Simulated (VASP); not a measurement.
# Mn2ZnAs2 (P-3m1) in VASP: further runs

Runs on Mn2ZnAs2. Level: PBE. Tasks: single point.

Everything below comes from runs of VASP 6.6.1. Logs are shortened: lines on timing, memory, paths and dates and some standing lists are left out, and cuts for length are marked.

## Step 1: The cell of the first run

It takes space group P-3m1 (No. 164, trigonal). Conventional cell: a = 4.099 Å, b = 4.099 Å, c = 6.572 Å, α = 90.00°, β = 90.00°, γ = 120.00°. Within 3.4 Å of Mn (site symmetry 3m) lie 4 As at 2.53 to 2.62 Å and 3 Mn at 2.92 Å and 3 Zn at 3.39 Å. Within 3.7 Å of Zn (site symmetry -3m) lie 6 As at 2.82 Å and 6 Mn at 3.39 Å. As (site symmetry 3m) has 4 Mn at 2.53 to 2.62 Å and 3 Zn at 2.82 Å within 3.3 Å.

## Step 2: Single point, PBE, collinear spin, antiferromagnetic start

Contents of INCAR:

```
SYSTEM = Mn2ZnAs2
ALGO     = Fast           ! electronic algorithm
EDIFF    = 1E-7           ! SCF threshold, eV
ENCUT    = 520            ! plane-wave cutoff, eV
GGA      = PE             ! functional
ISIF     = 2              ! what is computed and relaxed
ISMEAR   = 0              ! smearing method
ISPIN    = 2              ! spin polarisation
LASPH    = .TRUE.         ! aspherical terms in the spheres
LCHARG   = .FALSE.        ! write CHGCAR
LMAXMIX  = 4              ! l up to which the mixer works
LORBIT   = 11             ! projections on sites
LREAL    = .FALSE.        ! projectors in reciprocal space
LWAVE    = .FALSE.        ! write WAVECAR
MAGMOM   = 3.5 -3.5 0 0 0 ! initial moments
NBANDS   = 36             ! bands
NELM     = 150            ! most SCF steps
PREC     = Accurate       ! precision mode
SIGMA    = 0.05           ! smearing width, eV
```

Contents of KPOINTS:

```
k-points
0
G
  6 6 4
  0 0 0
```

Contents of POSCAR:

```
Mn2ZnAs2
1.0
    4.0990007150      0.0000000000      0.0000000000
   -2.0495003575      3.5498387493      0.0000000000
    0.0000000000      0.0000000000      6.5719998482
Mn Zn As
2 1 2
Direct
    0.3333333333      0.6666666667      0.3694400000
    0.6666666667      0.3333333333      0.6305600000
    0.0000000000      0.0000000000      0.0000000000
    0.3333333333      0.6666666667      0.7679300000
    0.6666666667      0.3333333333      0.2320700000
```

Potentials or basis: VASP PAW PBE potentials, release 64 (Mn_pv, Zn, As).

Run with:

```sh
> cat potpaw_PBE.64/Mn_pv/POTCAR potpaw_PBE.64/Zn/POTCAR potpaw_PBE.64/As/POTCAR > POTCAR
> mpirun -np 1 vasp_std > vasp.out
```

OUTCAR:

```text
SYSTEM = Mn2ZnAs2
   EDIFF = 1E-7
   ENCUT = 520
   GGA = PE
   ISIF = 2
   ISMEAR = 0
   ISPIN = 2
   LASPH = .TRUE.
   LORBIT = 11
   LREAL = .FALSE.
   NELM = 150
   PREC = Accurate

 ion  position               nearest neighbor table
   1  0.333  0.667  0.369-   5 2.53   5 2.53   5 2.53   4 2.62   2 2.92   2 2.92   2 2.92
   2  0.667  0.333  0.631-   4 2.53   4 2.53   4 2.53   5 2.62   1 2.92   1 2.92   1 2.92
   3  0.000  0.000  0.000-   4 2.82   5 2.82   4 2.82   5 2.82   5 2.82   4 2.82
   4  0.333  0.667  0.768-   2 2.53   2 2.53   2 2.53   1 2.62   3 2.82   3 2.82   3 2.82
   5  0.667  0.333  0.232-   1 2.53   1 2.53   1 2.53   2 2.62   3 2.82   3 2.82   3 2.82

  LATTYP: Found a hexagonal cell.
 ALAT       =     4.0990007150
 C/A-ratio  =     1.6033175657

  Lattice vectors:

 A1 = (   4.0990007150,   0.0000000000,   0.0000000000)
 A2 = (  -2.0495003575,   3.5498387493,   0.0000000000)
 A3 = (   0.0000000000,   0.0000000000,   6.5719998482)

Analysis of symmetry for initial positions (statically):
=====================================================================
 Subroutine PRICEL returns:
 Original cell was already a primitive cell.

 Routine SETGRP: Setting up the symmetry group for a
 hexagonal supercell.

 Subroutine GETGRP returns: Found 12 space group operations
 (whereof 12 operations were pure point group operations)
 out of a pool of 24 trial point group operations.

The static configuration has the point symmetry D_3d.

Analysis of symmetry for dynamics (positions and initial velocities):
=====================================================================
 Subroutine PRICEL returns:
 Original cell was already a primitive cell.

 Routine SETGRP: Setting up the symmetry group for a
 hexagonal supercell.

 Subroutine GETGRP returns: Found 12 space group operations
 (whereof 12 operations were pure point group operations)
 out of a pool of 24 trial point group operations.

The dynamic configuration has the point symmetry D_3d.

Analysis of structural, dynamic, and magnetic symmetry:
=====================================================================
 Subroutine PRICEL returns:
 Original cell was already a primitive cell.

 Routine SETGRP: Setting up the symmetry group for a
 hexagonal supercell.

 Subroutine GETGRP returns: Found 12 space group operations
 (whereof 12 operations were pure point group operations)
 out of a pool of 24 trial point group operations.

The overall configuration has the point symmetry D_3d.

 Subroutine INISYM returns: Found 12 space group operations
 (whereof 12 operations are pure point group operations),
 and found     1 'primitive' translations

----------------------------------------------------------------------------------------

                                     Primitive cell

  volume of cell :      95.6278

  direct lattice vectors                    reciprocal lattice vectors
     4.099000715  0.000000000  0.000000000     0.243961899  0.140851468  0.000000000
    -2.049500357  3.549838749  0.000000000     0.000000000  0.281702937  0.000000000
     0.000000000  0.000000000  6.571999848     0.000000000  0.000000000  0.152160685

  length of vectors
     4.099000715  4.099000715  6.571999848     0.281702937  0.281702937  0.152160685

  position of ions in fractional coordinates (direct lattice)
     0.333333333  0.666666667  0.369440000
     0.666666667  0.333333333  0.630560000
     0.000000000  0.000000000  0.000000000
     0.333333333  0.666666667  0.767930000
     0.666666667  0.333333333  0.232070000

  ion indices of the primitive-cell ions
   primitive index   ion index
                 1           1
                 2           2
                 3           3
                 4           4
                 5           5

----------------------------------------------------------------------------------------

 KPOINTS: k-points

Automatic generation of k-mesh.
 Grid dimensions read from file:
 generate k-points for:    6    6    4

 Generating k-lattice:

  Cartesian coordinates                     Fractional coordinates (reciprocal lattice)
     0.040660317  0.023475245  0.000000000     0.166666667  0.000000000  0.000000000
     0.000000000  0.046950489  0.000000000     0.000000000  0.166666667  0.000000000
     0.000000000  0.000000000  0.038040171     0.000000000  0.000000000  0.250000000

  Length of vectors
     0.046950489  0.046950489  0.038040171

  Shift w.r.t. Gamma in fractional coordinates (k-lattice)
     0.000000000  0.000000000  0.000000000

 Subroutine IBZKPT returns following result:
 ===========================================

 Found     24 irreducible k-points:

 Following reciprocal coordinates:
            Coordinates               Weight
  0.000000  0.000000  0.000000      1.000000
  0.166667  0.000000  0.000000      6.000000
  0.333333  0.000000  0.000000      6.000000
  0.500000  0.000000  0.000000      3.000000
  0.166667  0.166667  0.000000      6.000000
  0.333333  0.166667  0.000000     12.000000
[... 16 lines left out ...]
  0.333333  0.166667  0.500000     12.000000
  0.333333  0.333333  0.500000      2.000000
   k-points           NKPTS =     24   k-points in BZ     NKDIM =     24   number of bands    NBANDS=     36
   number of dos      NEDOS =    301   number of ions     NIONS =      5
   total plane-waves  NPLWV =  45000
   dimension x,y,z NGX =    30 NGY =   30 NGZ =   50
   dimension x,y,z NGXF=    60 NGYF=   60 NGZF=  100
   ions per type =               2   1   2
   NGX,Y,Z   is equivalent  to a cutoff of  12.17, 12.17, 12.65 a.u.
   NGXF,Y,Z  is equivalent  to a cutoff of  24.33, 24.33, 25.30 a.u.
 SYSTEM =  Mn2ZnAs2
   PREC   = accura    normal or accurate (medium, high low for compatibility)
   ISTART =      0    job   : 0-new  1-cont  2-samecut
   ICHARG =      2    charge: 1-file 2-atom 10-const
   ISPIN  =      2    spin polarized calculation?
   LNONCOLLINEAR =      F non collinear calculations
   LSORBIT =      F    spin-orbit coupling
   LASPH  =      T    aspherical Exc in radial PAW
   ENCUT  =  520.0 eV  38.22 Ry    6.18 a.u.   7.62  7.62 12.22*2*pi/ulx,y,z
   NELM   =    150;   NELMIN=  2; NELMDL= -5     # of ELM steps
   EDIFF  = 0.1E-06   stopping-criterion for ELM
   LREAL  =      F    real-space projection
   EDIFFG = 0.1E-05   stopping-criterion for IOM
   NSW    =      0    number of steps for IOM
   IBRION =     -1    ionic relax: 0-MD 1-quasi-New 2-CG
   NFREE  =      0    steps in history (QN), initial steepest desc. (CG)
   ISIF   =      2    stress and relaxation
   ISYM   =      2    0-nonsym 1-usesym 2-fastsym
   POTIM  = 0.5000    time-step for ionic-motion
   TEBEG  =    0.0;   TEEND  =   0.0 temperature during run
   PSTRESS=    0.0 pullay stress
   NELECT =      48.0000    total number of electrons
   NUPDOWN=      -1.0000    fix difference up-down
   EMIN   =  10.00;   EMAX   =-10.00  energy-range for DOS
   EFERMI =   0.00;   METHOD = LEGACY
   ISMEAR =     0;   SIGMA  =   0.05  broadening in eV -4-tet -1-fermi 0-gaus
   EFERMI_NEDOS =   21; number of points for ismear=-14 and -15
   IALGO  =     68    algorithm
   IMIX   =      4    mixing-type and parameters
     AMIX     =   0.40;   BMIX     =  1.00
     AMIX_MAG =   1.60;   BMIX_MAG =  1.00
  volume/ion in A,a.u.               =      19.13       129.07
  Fermi-wavevector in a.u.,A,eV,Ry     =   1.301050  2.458627 23.030991  1.692730
  Thomas-Fermi vector in A             =   2.432209
   LORBIT       =     11    0 simple, 1 ext, 2 COOP (PROOUT), +10 PAW based schemes
   GGA     = PE    functional components
   LHFCALC =     F    Hartree Fock is set to
   AEXX    =    0.0000 exact exchange contribution
   IVDW    =     0    specifies the selected vdW correction
   LEPSILON=     F    determine dielectric tensor
   LRPA    =     F    only Hartree local field effects (RPA)
 spin polarized calculation
 RMM-DIIS sequential band-by-band and
 Gauss-broadening in eV      SIGMA  =   0.05
  energy-cutoff  :      520.00
  volume of cell :       95.63
 maximum number of plane-waves:      2595
   NGX = 15   NGY = 15   NGZ = 25

 number of electron      48.0000017 magnetization       0.0000000

 number of electron      48.0000017 magnetization      -0.0000000

 Free energy of the ion-electron system (eV)
  ---------------------------------------------------
  ext. energy  EPLUGINS =         0.00000000
  ---------------------------------------------------
  free energy    TOTEN  =       -28.23329629 eV

  energy without entropy =      -28.22871496  energy(sigma->0) =      -28.23100563

 E-fermi :   4.9689     XC(G=0): -10.4702

 val. band max:        4.9312500096   @ k =   0.3333   0.3333   0.5000
 cond. band min:       4.9889573398   @ k =   0.3333   0.1667   0.5000
 fundamental gap:      0.0577073301
 Fermi energy:         4.9688721158

 spin component 1

 k-point     1 :       0.0000    0.0000    0.0000
  band No.  band energies     occupation
      1     -45.2680      1.00000
      2     -45.2680      1.00000
      3     -45.1171      1.00000
      4     -41.3277      1.00000
      5     -41.3277      1.00000
      6     -41.3136      1.00000
[... 925 lines left out ...]
     35      12.2374      0.00000
     36      12.5278      0.00000
 Fermi energy:         4.9688721158

 spin component 2

 k-point     1 :       0.0000    0.0000    0.0000
  band No.  band energies     occupation
      1     -45.2680      1.00000
      2     -45.2680      1.00000
      3     -45.1171      1.00000
      4     -41.3277      1.00000
      5     -41.3277      1.00000
      6     -41.3136      1.00000
[... 925 lines left out ...]
     35      12.2377      0.00000
     36      12.5317      0.00000

------------------------ aborting loop because EDIFF is reached ----------------------------------------

  FORCE on cell =-STRESS in cart. coord.  units (eV):
  Direction    XX          YY          ZZ          XY          YZ          ZX
  --------------------------------------------------------------------------------------
  -------------------------------------------------------------------------------------
  Total       -1.0537580     -1.0537580     -2.8250057      0.0000000      0.0000000     -0.0000000
  in kB      -17.6549835    -17.6549835    -47.3310065      0.0000000      0.0000000     -0.0000000
  external PRESSURE =     -27.5469911 kB  Pullay stress =       0.0000000 kB

 VOLUME and BASIS-vectors are now :
 -----------------------------------------------------------------------------
  energy-cutoff  :      520.00
  volume of cell :       95.63
      direct lattice vectors                 reciprocal lattice vectors
     4.099000715  0.000000000  0.000000000     0.243961899  0.140851468  0.000000000
    -2.049500357  3.549838749  0.000000000     0.000000000  0.281702937  0.000000000
     0.000000000  0.000000000  6.571999848     0.000000000  0.000000000  0.152160685

 POSITION                                       TOTAL-FORCE (eV/Angst)
 -----------------------------------------------------------------------------------
     -0.00000      2.36656      2.42796        -0.000000     -0.000000      0.541569
      2.04950      1.18328      4.14404         0.000000      0.000000     -0.541569
      0.00000      0.00000      0.00000         0.000000      0.000000     -0.000000
     -0.00000      2.36656      5.04684         0.000000      0.000000     -0.406564
      2.04950      1.18328      1.52516         0.000000     -0.000000      0.406564
 -----------------------------------------------------------------------------------
    total drift:                               -0.000000      0.000000      0.000000

  FREE ENERGIE OF THE ION-ELECTRON SYSTEM (eV)
  ---------------------------------------------------
  free  energy   TOTEN  =       -28.2332962935 eV

  energy  without entropy=      -28.2287149644  energy(sigma->0) =      -28.23100563

 total charge

# of ion       s       p       d       tot
------------------------------------------
    1        0.282   6.210   4.992  11.484
    2        0.282   6.210   4.992  11.484
    3        0.520   0.288   9.767  10.575
    4        1.223   1.541   0.038   2.802
    5        1.223   1.541   0.038   2.802
--------------------------------------------------
tot          3.529  15.791  19.827  39.147

 magnetization (x)

# of ion       s       p       d       tot
------------------------------------------
    1        0.047   0.047   3.614   3.708
    2       -0.047  -0.047  -3.614  -3.708
    3        0.000   0.000   0.000   0.000
    4       -0.003   0.019  -0.008   0.008
    5        0.003  -0.019   0.008  -0.008
--------------------------------------------------
tot          0.000   0.000   0.000   0.000
```

Run time: 97 s. Hardware: 1 thread of Intel Xeon 6975P-C (Granite Rapids), shared host; peak memory 0.31 GiB.

Results:

```
Free energy                                           : -28.2333 eV
Pressure                                              : -2.8 GPa
Largest force                                         : 0.542 eV/Å
Band gap on the k mesh                                : zero (filled and empty bands overlap)
Net moment                                            : 0.00 μB per cell
Site moments                                          : Mn +3.71, -3.71; Zn +0.00; As +0.01, -0.01 μB
Valence electrons inside the program's atomic spheres : Mn 11.48; Zn 10.57; As 2.80
```

Forces in eV/Å, atoms in the order of the input:
```
Mn   0.000  0.000  0.542
Mn   0.000  0.000 -0.542
Zn   0.000  0.000  0.000
As   0.000  0.000 -0.407
As   0.000  0.000  0.407
```

Stress tensor (GPa, compression positive):
```
-1.77  0.00  0.00
 0.00 -1.77  0.00
 0.00  0.00 -4.73
```

## Step 3: Single point, PBE, collinear spin, antiferromagnetic start

This run uses another cell than the first one, of the same volume but with other edges.

Contents of INCAR:

```
SYSTEM = Mn2ZnAs2
PREC = Accurate ; ENCUT = 520
EDIFF = 1E-6 ; ISMEAR = 0
SIGMA = 0.05 ; LREAL = .FALSE.
LASPH = .TRUE. ; NELM = 150
ALGO = Normal ; ISIF = 2
LWAVE = .FALSE. ; LCHARG = .FALSE.
ISPIN = 2 ; MAGMOM = 3.99 -3.99 0 0 0
LORBIT = 11 ; LMAXMIX = 4
GGA = PE ; NBANDS = 36
```

Contents of KPOINTS:

```
regular mesh
0
G
  6 6 4
  0 0 0
```

Contents of POSCAR:

```
Mn2ZnAs2
1.0
    4.0563122572      0.0000000000      0.0000000000
   -2.0281561286      3.5128694604      0.0000000000
    0.0000000000      0.0000000000      6.7110546156
Mn Zn As
2 1 2
Direct
    0.3333333333      0.6666666667      0.3899676374
    0.6666666667      0.3333333333      0.6100322744
    0.0000000000      0.0000000000      0.0000000638
    0.3333333333      0.6666666667      0.7611221345
    0.6666666667      0.3333333333      0.2388778900
```

Potentials or basis: VASP PAW PBE potentials, release 64 (Mn_pv, Zn, As).

Run with:

```sh
> cat potpaw_PBE.64/Mn_pv/POTCAR potpaw_PBE.64/Zn/POTCAR potpaw_PBE.64/As/POTCAR > POTCAR
> mpirun -np 1 vasp_std > vasp.out
```

Wall time 81 s (1 thread of Intel Xeon 6975P-C (Granite Rapids), shared host); peak memory 0.3 GiB.

It converged, with:

| Property | Result |
| --- | --- |
| Free energy | -28.3132 eV |
| Pressure | -2.8 GPa |
| Largest force | 0.014 eV/Å |
| Band gap on the k mesh | zero (filled and empty bands overlap) |
| Net moment | 0.00 μB per cell |
| Site moments | Mn +3.54, -3.54; Zn +0.00; As +0.02, -0.02 μB |
| Valence electrons inside the program's atomic spheres | Mn 11.53; Zn 10.56; As 2.80 |

Forces in eV/Å, atoms in the order of the input:
```
Mn   0.000  0.000 -0.014
Mn   0.000  0.000  0.014
Zn   0.000  0.000  0.000
As   0.000  0.000  0.005
As   0.000  0.000 -0.005
```

Stress tensor (GPa, compression positive):
```
-2.84  0.00  0.00
 0.00 -2.84  0.00
 0.00  0.00 -2.72
```

Levels at points of the mesh, in eV from the Fermi level:
Spin up:
```tsv
k point	band 21	band 22	band 23	band 24	band 25	band 26	band 27	band 28
(0.00, 0.00, 0.00)	-1.53	-0.51	0.41	0.41	0.66	1.21	1.21	2.07
(0.50, 0.00, 0.00)	-2.28	-2.22	-1.35	-0.83	0.30	0.84	1.03	1.13
(0.00, 0.00, 0.50)	-1.45	-1.45	0.28	0.28	1.19	1.51	1.51	2.42
(0.50, 0.00, 0.50)	-1.72	-1.62	-1.30	-1.06	-0.18	0.87	1.08	1.11
```
Spin down:
```
           k point  band 22  band 23  band 24  band 25  band 26  band 27
(0.00, 0.00, 0.00)    -0.51     0.41     0.41     0.66     1.21     1.21
(0.50, 0.00, 0.00)    -2.22    -1.35    -0.83     0.30     0.84     1.03
(0.00, 0.00, 0.50)    -1.45     0.28     0.28     1.19     1.51     1.51
(0.50, 0.00, 0.50)    -1.62    -1.30    -1.06    -0.18     0.87     1.08
```

(Continued in part 2 of 2.)
